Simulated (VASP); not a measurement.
# Zn (P6_3/mmc) in VASP: further runs, part 2 of 2

VASP 6.6.1. The steps go on from the part before.

**5. Relaxation of cell and atoms, LDA, target pressure -1.7 GPa, at which the enthalpy is minimised**

This run uses another cell than the first one, of 13.80 Å³/atom.

INCAR reads:

```
SYSTEM = Zn
PREC = Accurate
ENCUT = 600
EDIFF = 1E-6
ISMEAR = -1
SIGMA = 0.1
LREAL = .False.
LASPH = .True.
NELM = 100
ALGO = Normal
ISIF = 3
LWAVE = .False.
LCHARG = .False.
IBRION = 2
NSW = 60
EDIFFG = -0.005
PSTRESS = -17.0
```

KPOINTS reads:

```
regular mesh
0
Gamma
  16 16 9
  0 0 0
```

POSCAR reads:

```
Zn
1.0
    2.6995980285      0.0000000000      0.0000000000
   -1.3497990142      2.3379204727      0.0000000000
    0.0000000000      0.0000000000      4.3733488061
Zn
2
Direct
    0.3333333333      0.6666666667      0.2500000000
    0.6666666667      0.3333333333      0.7500000000
```

Potentials or basis: VASP PAW LDA potentials, release 64 (Zn).

Started as:

```bash
$ cat potpaw_LDA.64/Zn/POTCAR > POTCAR
$ mpirun -np 1 vasp_std > vasp.out
```

OUTCAR:

```text
SYSTEM = Zn
   PREC = Accurate
   ENCUT = 600
   EDIFF = 1E-6
   ISMEAR = -1
   LREAL = .False.
   LASPH = .True.
   NELM = 100
   ISIF = 3
   IBRION = 2
   NSW = 60
   EDIFFG = -0.005
   PSTRESS = -17.0

 ion  position               nearest neighbor table
   1  0.333  0.667  0.250-   2 2.69   2 2.69   2 2.69   2 2.69   2 2.69   2 2.69
   2  0.667  0.333  0.750-   1 2.69   1 2.69   1 2.69   1 2.69   1 2.69   1 2.69

  LATTYP: Found a hexagonal cell.
 ALAT       =     2.6995980285
 C/A-ratio  =     1.6200000000

  Lattice vectors:

 A1 = (   2.6995980285,   0.0000000000,   0.0000000000)
 A2 = (  -1.3497990142,   2.3379204727,   0.0000000000)
 A3 = (   0.0000000000,   0.0000000000,   4.3733488061)

Analysis of symmetry for initial positions (statically):
=====================================================================
 Subroutine PRICEL returns:
 Original cell was already a primitive cell.

 Routine SETGRP: Setting up the symmetry group for a
 hexagonal supercell.

 Subroutine GETGRP returns: Found 24 space group operations
 (whereof 12 operations were pure point group operations)
 out of a pool of 24 trial point group operations.

The static configuration has the point symmetry D_3d.
 The point group associated with its full space group is D_6h.

Analysis of symmetry for dynamics (positions and initial velocities):
[... 270 lines left out ...]

  enthalpy is  TOTEN    =        -4.0188654620 eV   P V=       -0.2898101766

[... ionic steps 4 to 24 ...]

--------------------------------------- Ionic step       25  -------------------------------------------

 number of electron      24.0000016 magnetization

------------------------ aborting loop because EDIFF is reached ----------------------------------------
[... 71 lines left out ...]
--------------------------------------- Ionic step       27  -------------------------------------------

 number of electron      24.0000018 magnetization

 Free energy of the ion-electron system (eV)
  ---------------------------------------------------
  ext. energy  EPLUGINS =         0.00000000
  ---------------------------------------------------
  free energy    TOTEN  =        -3.76641110 eV

  energy without entropy =       -3.75840658  energy(sigma->0) =       -3.76240884

 E-fermi :   3.6018     XC(G=0): -12.3929

 val. band max:        3.5420581397   @ k =   0.3750   0.0000   0.0000
 cond. band min:       3.6100113569   @ k =   0.0000   0.0000   0.2222
 fundamental gap:      0.0679532173
 Fermi energy:         3.6017958496

 k-point     1 :       0.0000    0.0000    0.0000
  band No.  band energies     occupation
      1      -7.5854      2.00000
      2      -5.5171      2.00000
      3      -4.6841      2.00000
      4      -4.4281      2.00000
      5      -4.4281      2.00000
      6      -4.3643      2.00000
[... 433 lines left out ...]
      3      -4.8408      2.00000
      4      -4.5162      2.00000
      5      -4.4403      2.00000
      6      -4.3825      2.00000
[... 8 lines left out ...]
     15       9.2412      0.00000
     16      13.6546      0.00000

 [... further k-points ...]

------------------------ aborting loop because EDIFF is reached ----------------------------------------

  FORCE on cell =-STRESS in cart. coord.  units (eV):
  Direction    XX          YY          ZZ          XY          YZ          ZX
  --------------------------------------------------------------------------------------
  -------------------------------------------------------------------------------------
  Total       -0.2941389     -0.2941389     -0.2966465     -0.0000000     -0.0000000      0.0000000
  in kB      -17.0080231    -17.0080231    -17.1530217     -0.0000000     -0.0000000      0.0000000
  external PRESSURE =      -0.0563559 kB  Pullay stress =     -17.0000000 kB
[... 21 lines left out ...]
  energy  without entropy=       -3.7584065838  energy(sigma->0) =       -3.76240884

  enthalpy is  TOTEN    =        -4.0604112678 eV   P V=       -0.2940001667

 reached required accuracy - stopping structural energy minimisation
```

Run time: 4.7 min. Hardware: 1 thread of Intel Xeon 6975P-C (Granite Rapids), shared host; peak memory 0.19 GiB.

What came out:

| Quantity | Value |
| --- | --- |
| Free energy | -3.7664 eV |
| Relaxed volume | 13.85 Å³/atom |
| Relaxed cell | a = 2.594 Å, b = 2.594 Å, c = 4.756 Å, α = 90.00°, β = 90.00°, γ = 120.00° |
| Space group after relaxing (to 0.1 Å) | P6_3/mmc (No. 194) |
| Energy change on relaxing (the run minimises the enthalpy) | -20.7 meV/atom |
| Ionic steps | 27 |
| Pressure after relaxing | -1.7 GPa |
| Band gap on the k mesh | zero (bands 12 and 13 overlap by 4.31 eV) |

Step by step:
```tsv
step	energy change (eV)	largest force (eV/Å)	pressure (GPa)	volume (Å³)
1	0.0000	0.0000	-2.55	27.60
2	-0.0042	0.0000	-1.47	27.31
3	-0.0041	0.0000	-1.68	27.31
4	-0.0048	0.0000	-1.60	27.30
5	-0.0083	0.0000	-1.28	27.25
6	-0.0185	0.0000	-0.79	27.16
7	-0.0405	0.0000	0.60	26.93
8	0.0115	0.0000	6.80	26.35
9	-0.0429	0.0000	1.34	26.83
10	-0.0429	0.0000	0.90	26.85
11	-0.0429	0.0000	1.27	26.85
12	-0.0430	0.0000	1.26	26.86
13	-0.0431	0.0000	1.05	26.86
14	-0.0431	0.0000	0.94	26.87
15	-0.0432	0.0000	1.26	26.89
16	-0.0433	0.0000	1.18	26.91
17	-0.0436	0.0000	1.02	26.95
18	-0.0440	0.0000	0.64	27.03
19	-0.0443	0.0000	-0.02	27.20
20	-0.0430	0.0000	-1.27	27.53
21	-0.0419	0.0000	-1.65	27.65
22	-0.0417	0.0000	-1.70	27.68
23	-0.0415	0.0000	-1.77	27.69
24	-0.0415	0.0000	-1.74	27.69
25	-0.0415	0.0000	-1.98	27.70
26	-0.0414	0.0000	-2.10	27.72
27	-0.0415	0.0000	-1.71	27.71
```

Final structure:
```cif
data_structure
_symmetry_space_group_name_H-M 'P 1'
_symmetry_Int_Tables_number 1
_cell_length_a 2.5936
_cell_length_b 2.5936
_cell_length_c 4.7563
_cell_angle_alpha 90.000
_cell_angle_beta 90.000
_cell_angle_gamma 120.000
_cell_volume 27.71
loop_
_atom_site_label
_atom_site_type_symbol
_atom_site_fract_x
_atom_site_fract_y
_atom_site_fract_z
_atom_site_occupancy
Zn1 Zn 0.33333 0.66667 0.25000 1
Zn2 Zn 0.66667 0.33333 0.75000 1
```

Caveat: the cell is relaxed towards a set pressure, so the run minimises the enthalpy, not the energy.

**6. Overview**

```tsv
task	cell	cutoff (eV)	gap on the mesh (eV)	pressure (GPa)
single point	a = 2.588, b = 2.588, c = 4.745 Å, angles 90.0, 90.0, 120.0°, 2 atoms	520	none	-1.0
single point	a = 2.587, b = 2.587, c = 4.746 Å, angles 90.0, 90.0, 120.0°, 2 atoms	520	none	-1.0
relaxation of cell and atoms	relaxed to -1.7 GPa from a = 2.588, b = 2.588, c = 4.745 Å, angles 90.0, 90.0, 120.0°, 2 atoms	600	none	-1.7
relaxation of cell and atoms	relaxed to -1.7 GPa from a = 2.700, b = 2.700, c = 4.373 Å, angles 90.0, 90.0, 120.0°, 2 atoms	600	none	-1.7
```

Alike in all rows: level LDA; potentials or basis VASP PAW LDA potentials, release 64 (Zn); no spin polarisation; k mesh 16 × 16 × 9; smearing fermi-dirac 0.1 eV.

Caveats: the cell is relaxed towards a set pressure, so the run minimises the enthalpy, not the energy (at least some runs).

Absolute energies hang on the potentials; compare differences alone.
